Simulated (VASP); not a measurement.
# TaN (P6/mmm) in VASP: a series of runs, part 2 of 2

VASP 6.6.1.

## Step 3: Single point, LDA

INCAR reads:

```
SYSTEM = TaN
PREC = Accurate
ENCUT = 520
EDIFF = 1E-6
ISMEAR = -1
SIGMA = 0.1
LREAL = .FALSE.
LASPH = .TRUE.
NELM = 60
ALGO = Normal
ISIF = 2
LWAVE = .FALSE.
LCHARG = .FALSE.
GGA = CA
NBANDS = 33
```

KPOINTS reads:

```
regular mesh
0
G
  2 2 4
  0 0 0
```

POSCAR reads:

```
TaN
1.0
    5.1910000000      0.0000000000      0.0000000000
   -2.5955000000      4.4955378700      0.0000000000
    0.0000000000      0.0000000000      2.9080000000
Ta N
3 3
Direct
    0.0000000000      0.0000000000      0.0000000000
    0.3333333333      0.6666666667      0.5000000000
    0.6666666667      0.3333333333      0.5000000000
    0.5000000000      0.0000000000      0.0000000000
    0.5000000000      0.5000000000      0.0000000000
    0.0000000000      0.5000000000      0.0000000000
```

Potentials or basis: VASP PAW LDA potentials, release 64 (Ta_pv, N).

The run is started by

```bash
> cat potpaw_LDA.64/Ta_pv/POTCAR potpaw_LDA.64/N/POTCAR > POTCAR
> mpirun -np 1 vasp_std > vasp.out
```

OUTCAR:

```text
SYSTEM = TaN
   PREC = Accurate
   ENCUT = 520
   EDIFF = 1E-6
   ISMEAR = -1
   LREAL = .FALSE.
   LASPH = .TRUE.
   NELM = 60
   ISIF = 2
   GGA = CA

 ion  position               nearest neighbor table
   1  0.000  0.000  0.000-   5 2.60   6 2.60   6 2.60   5 2.60   4 2.60   4 2.60   2 3.33   3 3.33
                             2 3.33   3 3.33   2 3.33   2 3.33   3 3.33   3 3.33   2 3.33   3 3.33
   2  0.333  0.667  0.500-   4 2.09   4 2.09   6 2.09   6 2.09   5 2.09   5 2.09   3 3.00   3 3.00
                             3 3.00   1 3.33   1 3.33   1 3.33   1 3.33   1 3.33   1 3.33
   3  0.667  0.333  0.500-   4 2.09   4 2.09   6 2.09   6 2.09   5 2.09   5 2.09   2 3.00   2 3.00
                             2 3.00   1 3.33   1 3.33   1 3.33   1 3.33   1 3.33   1 3.33
   4  0.500  0.000  0.000-   2 2.09   3 2.09   2 2.09   3 2.09   1 2.60   1 2.60
   5  0.500  0.500  0.000-   2 2.09   3 2.09   2 2.09   3 2.09   1 2.60   1 2.60
   6  0.000  0.500  0.000-   2 2.09   3 2.09   2 2.09   3 2.09   1 2.60   1 2.60

  LATTYP: Found a hexagonal cell.
 ALAT       =     5.1910000000
 C/A-ratio  =     0.5602003468

  Lattice vectors:

 A1 = (   5.1910000000,   0.0000000000,   0.0000000000)
 A2 = (  -2.5955000000,   4.4955378700,   0.0000000000)
 A3 = (   0.0000000000,   0.0000000000,   2.9080000000)

Analysis of symmetry for initial positions (statically):
=====================================================================
 Subroutine PRICEL returns:
 Original cell was already a primitive cell.

 Routine SETGRP: Setting up the symmetry group for a
 hexagonal supercell.

 Subroutine GETGRP returns: Found 24 space group operations
 (whereof 24 operations were pure point group operations)
 out of a pool of 24 trial point group operations.

The static configuration has the point symmetry D_6h.

Analysis of symmetry for dynamics (positions and initial velocities):
=====================================================================
[... 120 lines left out ...]
  volume/ion in A,a.u.               =      11.31        76.33
  Fermi-wavevector in a.u.,A,eV,Ry     =   1.458634  2.756418 28.947918  2.127612
  Thomas-Fermi vector in A             =   2.575295
   LORBIT       =      0    0 simple, 1 ext, 2 COOP (PROOUT), +10 PAW based schemes
   GGA     = CA    functional components
   LHFCALC =     F    Hartree Fock is set to
   AEXX    =    0.0000 exact exchange contribution
   IVDW    =     0    specifies the selected vdW correction
   LEPSILON=     F    determine dielectric tensor
   LRPA    =     F    only Hartree local field effects (RPA)
 non-spin polarized calculation
  energy-cutoff  :      520.00
  volume of cell :       67.86
 maximum number of plane-waves:      1858
 NGX is ok and might be reduce to    40
   NGX = 19   NGY = 19   NGZ = 11

 number of electron      48.0000007 magnetization

 Free energy of the ion-electron system (eV)
  ---------------------------------------------------
  ext. energy  EPLUGINS =         0.00000000
  ---------------------------------------------------
  free energy    TOTEN  =       -71.10752122 eV

  energy without entropy =      -71.03042588  energy(sigma->0) =      -71.06897355

 E-fermi :   7.7417     XC(G=0): -13.2726

 val. band max:        7.5933212870   @ k =   0.5000   0.0000   0.2500
 cond. band min:       7.8224779225   @ k =   0.0000   0.0000   0.2500
 fundamental gap:      0.2291566354
 Fermi energy:         7.7416719722

 k-point     1 :       0.0000    0.0000    0.0000
  band No.  band energies     occupation
      1     -28.0146      2.00000
      2     -28.0146      2.00000
      3     -27.6165      2.00000
      4     -27.6165      2.00000
      5     -27.4498      2.00000
      6     -27.3129      2.00000
[... 205 lines left out ...]
     32      12.4966      0.00000
     33      13.7091      0.00000

------------------------ aborting loop because EDIFF is reached ----------------------------------------

  FORCE on cell =-STRESS in cart. coord.  units (eV):
  Direction    XX          YY          ZZ          XY          YZ          ZX
  --------------------------------------------------------------------------------------
  -------------------------------------------------------------------------------------
  Total       -1.3961711     -1.3961711     -1.4346871      0.0000000     -0.0000000     -0.0000000
  in kB      -32.9626510    -32.9626510    -33.8719885      0.0000000     -0.0000000     -0.0000000
  external PRESSURE =     -33.2657635 kB  Pullay stress =       0.0000000 kB

 VOLUME and BASIS-vectors are now :
 -----------------------------------------------------------------------------
  energy-cutoff  :      520.00
  volume of cell :       67.86
      direct lattice vectors                 reciprocal lattice vectors
     5.191000000  0.000000000  0.000000000     0.192641110  0.111221397  0.000000000
    -2.595500000  4.495537870  0.000000000     0.000000000  0.222442793  0.000000000
     0.000000000  0.000000000  2.908000000     0.000000000  0.000000000  0.343878955

 POSITION                                       TOTAL-FORCE (eV/Angst)
 -----------------------------------------------------------------------------------
      0.00000      0.00000      0.00000        -0.000000      0.000000      0.000000
     -0.00000      2.99703      1.45400         0.000000     -0.000000      0.000000
      2.59550      1.49851      1.45400         0.000000      0.000000     -0.000000
      2.59550      0.00000      0.00000        -0.000000      0.000000      0.000000
      1.29775      2.24777      0.00000        -0.000000      0.000000      0.000000
     -1.29775      2.24777      0.00000        -0.000000      0.000000      0.000000
 -----------------------------------------------------------------------------------
    total drift:                               -0.000000      0.000000     -0.000000

  FREE ENERGIE OF THE ION-ELECTRON SYSTEM (eV)
  ---------------------------------------------------
  free  energy   TOTEN  =       -71.1075212171 eV

  energy  without entropy=      -71.0304258844  energy(sigma->0) =      -71.06897355
```

Wall time 32 s (1 thread of AMD EPYC 7R13, shared host); peak memory 0.13 GiB.

Results:

```yaml
Free_energy: -71.1075 eV
Pressure: -3.3 GPa
Band_gap_on_the_k_mesh: zero (band 24 reaches 8.88 eV, above the bottom of band 25 at 6.73 eV)
```

Stress tensor (GPa, compression positive):
```
-3.30  0.00  0.00
 0.00 -3.30  0.00
 0.00  0.00 -3.39
```

Caveat: the k points lie up to 0.70 Å⁻¹ apart; spin-orbit coupling is left out, which moves the levels of the heavy elements.
